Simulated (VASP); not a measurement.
# CuSi8O16 (a cell with a defect) in VASP: further runs, part 2 of 2

VASP 6.6.1. The steps go on from the part before.

**4. Single point, PBE0**

POSCAR

```
CuSi8O16
1.0
    0.0000000000      5.0813926900      7.0944098900
    5.0813926900      0.0000000000      7.0944098900
    5.0813926900      5.0813926900      0.0000000000
Si O Cu
8 16 1
Direct
    0.2618482700      0.2391802500      0.4698865900
    0.7567455000      0.7425020600      0.9682888800
    0.0915637100      0.6546479000      0.1333469500
    0.5972294400      0.1508656200      0.6333474100
    0.4172968200      0.8306676400      0.3802958600
    0.9147358300      0.3308456000      0.8881439900
    0.0074846100     -0.0117035400      0.2940341100
    0.5016984000      0.4869774600      0.8024343100
    0.0484583600      0.2760573300      0.6498581100
    0.5587623500      0.7684871900      0.1558362700
    0.5328307000      0.2871138900      0.7876894400
    1.0303064000      0.7912043400      0.2853129200
    0.3917371200      0.2656316900      0.5456315200
    0.8873287200      0.7673958900      1.0471282500
    0.1844613500      0.9062409000      0.4072288100
    0.6815305000      0.4080642400      0.9086266600
    0.0317287900      0.1208520800      0.0590379600
    0.5362041300      0.6118820900      0.5562721400
    0.4050503700      0.0086066900      0.4212510100
    0.9062733500      0.5119432000      0.9142027900
    0.2764171000      0.6417071400      0.9338352500
    0.7838114100      0.1467705400      0.4361807000
    0.1657008500      0.4185991800      0.2675039100
    0.6749355200      0.9160745800      0.7598476600
   -0.1539269000      0.3848380200      0.4788521700
```

INCAR.step1

```
PREC = Accurate ; ENCUT = 520
EDIFF = 1E-5 ; ISMEAR = -1
SIGMA = 0.01 ; LREAL = False
LASPH = True ; NELM = 120
ALGO = Normal ; ISIF = 2
LWAVE = True ; GGA = PE
NELECT = 138.0 ; NBANDS = 88
GGA_COMPAT = False
```

INCAR.step2

```
PREC = Accurate ; ENCUT = 520
EDIFF = 1E-6 ; ISMEAR = -1
SIGMA = 0.01 ; LREAL = False
LASPH = True ; NELM = 120
ALGO = Normal ; ISIF = 2
LWAVE = False ; LCHARG = True
GGA = PE ; LHFCALC = True
AEXX = 0.25 ; PRECFOCK = Fast
LELF = True ; LVHAR = True
ISTART = 1 ; NELECT = 138.0
NBANDS = 88 ; GGA_COMPAT = False
```

KPOINTS

```
regular mesh
0
Gamma
  1 1 1
```

Potentials or basis: VASP PAW PBE potentials, release 64 (Si, O, Cu).

On the command line:

```
$ cat potpaw_PBE.64/Si/POTCAR potpaw_PBE.64/O/POTCAR potpaw_PBE.64/Cu/POTCAR > POTCAR
$ cp INCAR.step1 INCAR
$ mpirun -np 1 vasp_gam > vasp.out
$ cp INCAR.step2 INCAR
$ mpirun -np 1 vasp_gam > vasp.out
```

OUTCAR:

```text
PREC = Accurate
   ENCUT = 520
   EDIFF = 1E-6
   ISMEAR = -1
   LREAL = False
   LASPH = True
   NELM = 120
   ISIF = 2
   GGA = PE
   LHFCALC = True
   AEXX = 0.25
   PRECFOCK = Fast
   ISTART = 1
   NELECT = 138.0

 ion  position               nearest neighbor table
   1  0.262  0.239  0.470-  13 1.61  19 1.62  23 1.63   9 1.68  25 2.93   4 3.11   5 3.12   3 3.13

   2  0.757  0.743  0.968-  14 1.62  24 1.62  20 1.63  10 1.63   4 3.09   6 3.10   3 3.11   5 3.13

   3  0.092  0.655  0.133-  14 1.62  12 1.63  21 1.63  23 1.65   8 3.09   7 3.10   2 3.11   1 3.13

   4  0.597  0.151  0.633-  24 1.62  11 1.63  13 1.63  22 1.65   2 3.09   8 3.11   1 3.11   7 3.12

   5  0.417  0.831  0.380-  15 1.62  10 1.62  19 1.62  18 1.67   7 3.11   1 3.12   2 3.13
   6  0.915  0.331  0.888-  17 1.62  20 1.62  16 1.62   9 1.68   2 3.10   7 3.11   8 3.14
   7  0.007  0.988  0.294-  12 1.62  15 1.63  17 1.63  22 1.65   3 3.10   6 3.11   5 3.11   4 3.12

   8  0.502  0.487  0.802-  21 1.61  11 1.62  16 1.63  18 1.68  25 2.76   3 3.09   4 3.11   6 3.14

   9  0.048  0.276  0.650-   1 1.68   6 1.68  25 2.03
  10  0.559  0.768  0.156-   5 1.62   2 1.63
  11  0.533  0.287  0.788-   8 1.62   4 1.63
  12  0.030  0.791  0.285-   7 1.62   3 1.63
  13  0.392  0.266  0.546-   1 1.61   4 1.63
  14  0.887  0.767  0.047-   3 1.62   2 1.62
  15  0.184  0.906  0.407-   5 1.62   7 1.63
  16  0.682  0.408  0.909-   6 1.62   8 1.63
  17  0.032  0.121  0.059-   6 1.62   7 1.63
  18  0.536  0.612  0.556-   5 1.67   8 1.68  25 2.03
  19  0.405  0.009  0.421-   1 1.62   5 1.62
  20  0.906  0.512  0.914-   6 1.62   2 1.63
  21  0.276  0.642  0.934-   8 1.61   3 1.63
  22  0.784  0.147  0.436-   7 1.65   4 1.65
  23  0.166  0.419  0.268-   1 1.63   3 1.65
  24  0.675  0.916  0.760-   4 1.62   2 1.62
  25  0.846  0.385  0.479-  18 2.03   9 2.03   8 2.76   1 2.93

  LATTYP: Found a body centered tetragonal cell.
 ALAT       =     7.1861744579
 C/A-ratio  =     1.9744608015

  Lattice vectors:

 A1 = (  -5.0813926900,   0.0000000000,   7.0944098900)
 A2 = (   5.0813926900,   0.0000000000,   7.0944098900)
 A3 = (   0.0000000000,   5.0813926900,  -7.0944098900)
[... 182 lines left out ...]
   HFSCREEN=    0.0000 screening length (either q_TF or 0.3 A-1)
   HFSCREENC=   0.0000 screening length for correlation (either q_TF or 0.3 A-1)
   ENCUTFOCK=  -1.0 apply spherical cutoff to Coloumb kernel
   IVDW    =     0    specifies the selected vdW correction
   LEPSILON=     F    determine dielectric tensor
   LRPA    =     F    only Hartree local field effects (RPA)
 non-spin polarized calculation
  energy-cutoff  :      520.00
  volume of cell :      366.36
 maximum number of plane-waves:      4932
 NGX is ok and might be reduce to    70
  NGX = 36; NGY = 36; NGZ = 28

 number of electron     138.0000019 magnetization

 Free energy of the ion-electron system (eV)
  ---------------------------------------------------
  ext. energy  EPLUGINS =         0.00000000
  ---------------------------------------------------
  free energy    TOTEN  =      -252.12160857 eV

  energy without entropy =     -252.12160857  energy(sigma->0) =     -252.12160857

 E-fermi :   0.3338     XC(G=0):  -6.5482

 val. band max:        0.0164800149   @ k =   0.0000   0.0000   0.0000
 cond. band min:       5.5371275495   @ k =   0.0000   0.0000   0.0000
 fundamental gap:      5.5206475346
 Fermi energy:         0.3338363480

 k-point     1 :       0.0000    0.0000    0.0000
  band No.  band energies     occupation
      1     -22.5963      2.00000
      2     -21.8794      2.00000
      3     -21.7003      2.00000
      4     -21.6341      2.00000
      5     -21.5856      2.00000
      6     -21.5502      2.00000
[... 73 lines left out ...]
     80      10.4535      0.00000
     81      10.4728      0.00000
 [bands above 81 left out]

------------------------ aborting loop because EDIFF is reached ----------------------------------------

  FORCE on cell =-STRESS in cart. coord.  units (eV):
  Direction    XX          YY          ZZ          XY          YZ          ZX
  --------------------------------------------------------------------------------------
  -------------------------------------------------------------------------------------
  Total      -21.2965324    -18.5169324    -17.9792565     -0.3286899      1.3678963     -0.4427851
  in kB      -93.1338785    -80.9781467    -78.6267857     -1.4374248      5.9820764     -1.9363852
  external PRESSURE =     -84.2462703 kB  Pullay stress =       0.0000000 kB

 VOLUME and BASIS-vectors are now :
 -----------------------------------------------------------------------------
  energy-cutoff  :      520.00
  volume of cell :      366.36
      direct lattice vectors                 reciprocal lattice vectors
     0.000000000  5.081392690  7.094409890    -0.098398221  0.098398221  0.070478025
     5.081392690  0.000000000  7.094409890     0.098398221 -0.098398221  0.070478025
     5.081392690  5.081392690  0.000000000     0.098398221  0.098398221 -0.070478025

 POSITION                                       TOTAL-FORCE (eV/Angst)
 -----------------------------------------------------------------------------------
      3.60305      3.71823      3.55450         0.049028      0.023141     -0.017935
      8.69320      8.76558     10.63628        -0.016744     -0.059814      0.009804
      4.00411      1.14286      5.29393         0.007186     -0.031229      0.029846
      3.98489      6.25304      5.30729         0.001411     -0.054296     -0.016228
      6.15338      4.05288      8.85357         0.002920      0.078145     -0.067474
      6.19416      9.16114      8.83667        -0.082629      0.055602      0.047100
[... 17 lines left out ...]
      8.51602      7.29070     11.28728         0.259174      0.141134      0.186653
      4.38875      6.73247      8.73259        -0.126770     -0.097280     -0.005034
 -----------------------------------------------------------------------------------
    total drift:                               -0.002910     -0.003475      0.002436

  FREE ENERGIE OF THE ION-ELECTRON SYSTEM (eV)
  ---------------------------------------------------
  free  energy   TOTEN  =      -252.1216085704 eV

  energy  without entropy=     -252.1216085704  energy(sigma->0) =     -252.12160857
```

OUTCAR.step1:

```text
PREC = Accurate
   ENCUT = 520
   EDIFF = 1E-5
   ISMEAR = -1
   LREAL = False
   LASPH = True
[... 362 lines left out ...]
      6.19416      9.16114      8.83667        -0.014395      0.018614      0.003504
[... 17 lines left out ...]
      8.51602      7.29070     11.28728         0.008686     -0.000840      0.011395
      4.38875      6.73247      8.73259        -0.008326     -0.037039     -0.009258
 -----------------------------------------------------------------------------------
    total drift:                               -0.002236     -0.002490      0.000855

  FREE ENERGIE OF THE ION-ELECTRON SYSTEM (eV)
  ---------------------------------------------------
  free  energy   TOTEN  =      -194.1361923527 eV

  energy  without entropy=     -194.1361923527  energy(sigma->0) =     -194.13619235
```

OSZICAR.step1:

```text
N       E                     dE             d eps       ncg     rms          rms(c)
DAV:   1     0.179700184378E+04    0.17970E+04   -0.73373E+04   176   0.162E+03
DAV:   2     0.243479437685E+02   -0.17727E+04   -0.16939E+04   216   0.429E+02
DAV:   3    -0.208266131563E+03   -0.23261E+03   -0.22851E+03   200   0.180E+02
DAV:   4    -0.218959852154E+03   -0.10694E+02   -0.10600E+02   256   0.431E+01
DAV:   5    -0.219226578955E+03   -0.26673E+00   -0.26551E+00   240   0.513E+00    0.409E+01
DAV:   6    -0.195992382102E+03    0.23234E+02   -0.16299E+02   240   0.508E+01    0.210E+01
DAV:   7    -0.194000587161E+03    0.19918E+01   -0.19630E+01   248   0.104E+02    0.855E+00
DAV:   8    -0.194109594836E+03   -0.10901E+00   -0.33054E+00   280   0.824E+00    0.392E+00
DAV:   9    -0.194123137031E+03   -0.13542E-01   -0.26929E-01   264   0.283E+00    0.996E-01
DAV:  10    -0.194133439388E+03   -0.10302E-01   -0.26971E-02   264   0.115E+00    0.340E-01
DAV:  11    -0.194135995563E+03   -0.25562E-02   -0.79496E-03   256   0.559E-01    0.156E-01
DAV:  12    -0.194136009383E+03   -0.13820E-04   -0.12336E-03   296   0.253E-01    0.896E-02
DAV:  13    -0.194136197062E+03   -0.18768E-03   -0.67389E-04   256   0.158E-01    0.312E-02
DAV:  14    -0.194136192353E+03    0.47097E-05   -0.74329E-05   216   0.563E-02
   1 F= -.19413619E+03 E0= -.19413619E+03  d E =-.429974E-12
```

It took 8.2 min on 1 thread of Intel Xeon 8259CL, shared host; peak memory 0.63 GiB.

What came out:

```yaml
Free_energy: -252.1216 eV
Largest_force: 0.378 eV/Å
```

Forces in eV/Å, atoms in the order of the input:
```
Si   0.049  0.023 -0.018
Si  -0.017 -0.060  0.010
Si   0.007 -0.031  0.030
Si   0.001 -0.054 -0.016
Si   0.003  0.078 -0.067
Si  -0.083  0.056  0.047
Si   0.013  0.046 -0.022
Si   0.109 -0.062 -0.010
O    0.168  0.239  0.234
O    0.138  0.198  0.225
O   -0.141 -0.166  0.305
O   -0.146 -0.183  0.243
O   -0.240  0.139 -0.180
O   -0.227  0.155 -0.197
O   -0.218 -0.155  0.198
O   -0.295 -0.162  0.172
O    0.278 -0.125 -0.174
O    0.269 -0.063 -0.153
O    0.102 -0.238 -0.199
O    0.145 -0.181 -0.251
O   -0.138  0.201 -0.262
O   -0.143  0.170 -0.254
O    0.234  0.131  0.158
O    0.259  0.141  0.187
Cu  -0.127 -0.097 -0.005
```

Caveat: the k points lie up to 0.98 Å⁻¹ apart; the cell carries a net charge on a neutralising background, which shifts energy and pressure; the cell is charged against a uniform background, so pressure and absolute levels hang on convention; the PAW data sets were made with another functional, which shifts forces and pressure a little.

**5. Single point, PBE0**

POSCAR

```
CuSi8O16
1.0
    0.0000000000      5.0813926900      7.0944098900
    5.0813926900      0.0000000000      7.0944098900
    5.0813926900      5.0813926900      0.0000000000
Si O Cu
8 16 1
Direct
    0.2599389100      0.2367923000      0.4689762600
    0.7535473800      0.7444198600      0.9570662500
    0.0842086800      0.6661936700      0.1277512300
    0.5878312100      0.1609258400      0.6281737400
    0.4198363900      0.8256249700      0.3783531900
    0.9282115800      0.3173561400      0.8904770700
    0.0069484500     -0.0104858800      0.3052812100
    0.5105911100      0.4816799100      0.8060768100
    0.0998604300      0.2224905800      0.6833172000
    0.5904376100      0.7326289000      0.1728446100
    0.4902462900      0.3307314100      0.7600260300
    0.9924059100      0.8325844700      0.2588544600
    0.4199631300      0.2585421100      0.4924223200
    0.9151853300      0.7546257800      1.0014890700
    0.2100055800      0.8537529000      0.4080390800
    0.7162592800      0.3545046000      0.8976223100
    0.0261220700      0.1494997900      0.0934977900
    0.5383294900      0.6398050300      0.5790789200
    0.3807877900      0.0374254100      0.3699611900
    0.8832547300      0.5359701900      0.8684654900
    0.3036154600      0.6142261900      0.9724493100
    0.8020183200      0.1230976700      0.4720173500
    0.1074015500      0.4545846800      0.3072458900
    0.6251124100      0.9468555200      0.7859000500
   -0.1724039500      0.5327359500      0.4488760000
```

INCAR.step1

```
SYSTEM = CuSi8O16
PREC = Accurate ; ENCUT = 520
EDIFF = 1E-5 ; ISMEAR = -1
SIGMA = 0.01 ; LREAL = .FALSE.
LASPH = .TRUE. ; NELM = 120
ALGO = Normal ; ISIF = 2
LWAVE = .TRUE. ; LCHARG = .FALSE.
GGA = PE ; NELECT = 138.0
NBANDS = 88 ; GGA_COMPAT = .FALSE.
```

INCAR.step2

```
SYSTEM = CuSi8O16
PREC = Accurate ; ENCUT = 520
EDIFF = 1E-6 ; ISMEAR = -1
SIGMA = 0.01 ; LREAL = .FALSE.
LASPH = .TRUE. ; NELM = 120
ALGO = Normal ; ISIF = 2
LWAVE = .FALSE. ; LCHARG = .FALSE.
GGA = PE ; LHFCALC = .TRUE.
AEXX = 0.25 ; PRECFOCK = Fast
ISTART = 1 ; NELECT = 138.0
NBANDS = 88 ; GGA_COMPAT = .FALSE.
```

KPOINTS

```
regular mesh
0
G
  1 1 1
  0 0 0
```

On the command line:

```
$ cat potpaw_PBE.64/Si/POTCAR potpaw_PBE.64/O/POTCAR potpaw_PBE.64/Cu/POTCAR > POTCAR
$ cp INCAR.step1 INCAR
$ mpirun -np 1 vasp_gam > vasp.out
$ cp INCAR.step2 INCAR
$ mpirun -np 1 vasp_gam > vasp.out
```

Run time: 7.1 min. Hardware: 1 thread of Intel Xeon 8259CL, shared host; peak memory 0.63 GiB.

It converged, with:

```yaml
Free_energy: -252.3095 eV
Largest_force: 0.395 eV/Å
```

Forces in eV/Å, atoms in the order of the input:
```
Si  -0.045 -0.087  0.072
Si  -0.029 -0.062 -0.001
Si  -0.025  0.066  0.014
Si   0.073 -0.057  0.008
Si  -0.004  0.069 -0.092
Si  -0.056  0.082 -0.019
Si   0.026  0.051 -0.012
Si   0.068 -0.069  0.006
O    0.189 -0.117  0.268
O    0.171  0.049  0.278
O   -0.191  0.071  0.267
O   -0.150  0.029  0.232
O   -0.019  0.213 -0.314
O   -0.011  0.170 -0.288
O   -0.051 -0.229  0.318
O   -0.048 -0.168  0.305
O    0.044 -0.187 -0.277
O    0.099 -0.196 -0.290
O    0.148  0.059 -0.256
O    0.148  0.030 -0.262
O   -0.150 -0.051 -0.246
O   -0.177 -0.036 -0.258
O   -0.029  0.176  0.301
O    0.035  0.181  0.266
Cu  -0.016  0.012 -0.021
```

Levels at points of the mesh, in eV from the Fermi level:
| k point | band 66 | band 67 | band 68 | band 69 | band 70 | band 71 | band 72 | band 73 |
| --- | --- | --- | --- | --- | --- | --- | --- | --- |
| (0.00, 0.00, 0.00) | -1.20 | -1.13 | -0.95 | -0.27 | 5.60 | 8.16 | 8.27 | 9.00 |

Caveat: the k points lie up to 0.98 Å⁻¹ apart; the cell carries a net charge on a neutralising background, which shifts energy and pressure; the cell is charged against a uniform background, so pressure and absolute levels hang on convention; the PAW data sets were made with another functional, which shifts forces and pressure a little.
